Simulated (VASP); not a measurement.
KCl, 2 atoms in the cell. The structure is cubic, space group Pm-3m (No. 221). The conventional cell has a = 3.469 Å, b = 3.469 Å, c = 3.469 Å, α = 90.00°, β = 90.00°, γ = 90.00°. Within 4.0 Å of K (site symmetry m-3m) lie 8 Cl at 3.00 Å and 6 K at 3.47 Å. Within 4.0 Å of Cl (site symmetry m-3m) lie 8 K at 3.00 Å and 6 Cl at 3.47 Å. 

- Program: VASP 6.6.1
- Task: single point
- Functional: PBEsol
- Potentials or basis: VASP PAW PBE potentials, release 64 (K_sv, Cl)
- Cutoff: 500 eV
- k mesh: 8 × 8 × 8
- Occupations: gaussian, width 0.05 eV
- Spin: no spin polarisation
- Dipole correction: no
- Further INCAR settings: ALGO = Normal; EDIFF = 1e-06; NBANDS = 15

Potentials or basis: VASP PAW PBE potentials, release 64 (K_sv, Cl).

The run is started by

```console
$ cat potpaw_PBE.64/K_sv/POTCAR potpaw_PBE.64/Cl/POTCAR > POTCAR
$ mpirun -np 1 vasp_std > vasp.out
```

Hardware: 1 thread of Intel(R) Xeon(R) Platinum 8259CL CPU @ 2.50GHz (Skylake/Cascade Lake), with other jobs on the host.

**Question.** Estimate the wall time of this run.

**Answer.** Run time: 14 s on 1 thread of Intel(R) Xeon(R) Platinum 8259CL CPU @ 2.50GHz (Skylake/Cascade Lake), with other jobs on the host, peak memory 0.16 GiB. Counts: scf iterations 12, k points 35.
